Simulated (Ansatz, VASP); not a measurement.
One calculation of SiO2, two programs

INCAR

```
SYSTEM = SiO2
PREC     = Accurate       ! precision mode
ENCUT    = 520            ! plane-wave cutoff, eV
EDIFF    = 1E-8           ! SCF threshold, eV
ISMEAR   = -1             ! smearing method
SIGMA    = 0.03           ! smearing width, eV
LREAL    = .FALSE.        ! projectors in reciprocal space
LASPH    = .TRUE.         ! aspherical terms in the spheres
NELM     = 80             ! most SCF steps
ALGO     = Normal         ! electronic algorithm
ISIF     = 2              ! what is computed and relaxed
LWAVE    = .FALSE.        ! write WAVECAR
LCHARG   = .FALSE.        ! write CHGCAR
GGA      = PE             ! functional
LEFG     = .TRUE.       
NBANDS   = 25             ! bands
```

KPOINTS

```
regular mesh
0
G
  6 6 9
  0 0 0
```

Contents of POSCAR:

```
SiO2
1.0
    4.1801000000      0.0000000000      0.0000000000
    0.0000000000      4.1801000000      0.0000000000
    0.0000000000      0.0000000000      2.6678000000
Si O
2 4
Direct
    0.0000000000      0.0000000000      0.0000000000
    0.5000000000      0.5000000000      0.5000000000
    0.3067000000      0.3067000000      0.0000000000
    0.1933000000      0.8067000000      0.5000000000
    0.6933000000      0.6933000000      0.0000000000
    0.8067000000      0.1933000000      0.5000000000
```

Input for Ansatz:

```yaml
crystal:
  lattice:
    - [4.1801, 0.0, 0.0]
    - [0.0, 4.1801, 0.0]
    - [0.0, 0.0, 2.6678]
  atoms:
    - { symbol: Si, position: [0.0, 0.0, 0.0] }
    - { symbol: Si, position: [0.5, 0.5, 0.5] }
    - { symbol: O, position: [0.3067, 0.3067, 0.0] }
    - { symbol: O, position: [0.1933, 0.8067, 0.5] }
    - { symbol: O, position: [0.6933, 0.6933, 0.0] }
    - { symbol: O, position: [0.8067, 0.1933, 0.5] }
kpoints:
  mp_grid: { grid: [6, 6, 9] }
  band_path:
    path:
      - [0.0, 0.0, 0.0]
      - [0.0, 0.5, 0.0]
      - [0.5, 0.5, 0.0]
      - [0.0, 0.0, 0.0]
      - [0.0, 0.0, 0.5]
      - [0.0, 0.5, 0.5]
      - [0.5, 0.5, 0.5]
      - [0.0, 0.0, 0.5]
      - [0.0, 0.5, 0.0]
    npoints: 8
scf:
  occupations: { method: fermi_dirac, width: 0.03 }
hamiltonian:
  xc: pbe
  pseudopotentials: { kind: all_electron, datasets: crystal }
output:
  forces: true
  stress: true
  eigenvalues: true
  efg: { contact_densities: true }
```

Alike in both runs: task electric field gradients; functional PBE; k mesh 6 × 6 × 9; occupations fermi-dirac, width 0.03 eV; no spin polarisation.

|  | VASP | Ansatz |
| --- | --- | --- |
| version | VASP 6.6.1 | Ansatz 0.2.0 |
| potentials or method | VASP PAW PBE potentials, release 64 (Si, O), cutoff 520 eV | all-electron PAW with datasets made for the crystal, scalar-relativistic |

|  | VASP | Ansatz | Ansatz less VASP |
| --- | --- | --- | --- |
| gap on the k mesh at the Fermi level (eV) | 5.61 | 5.64 | +0.025 |
| pressure (GPa) | 11.0 | 10.8 | -0.20 |
| traceless stress, the component that is largest in VASP (GPa) | 0.87 | 0.41 | -0.451 |
| rms of the force components (eV/Å) | 0.115 | 0.105 | -0.0098 |
| size of Vzz on the site where it differs most (V/Å²) | 22.7 | 19.8 | -2.86 |

Atom by atom the forces differ by 0.010 eV/Å (rms over components). Ansatz ran all-electron here, and VASP with PAW potentials.
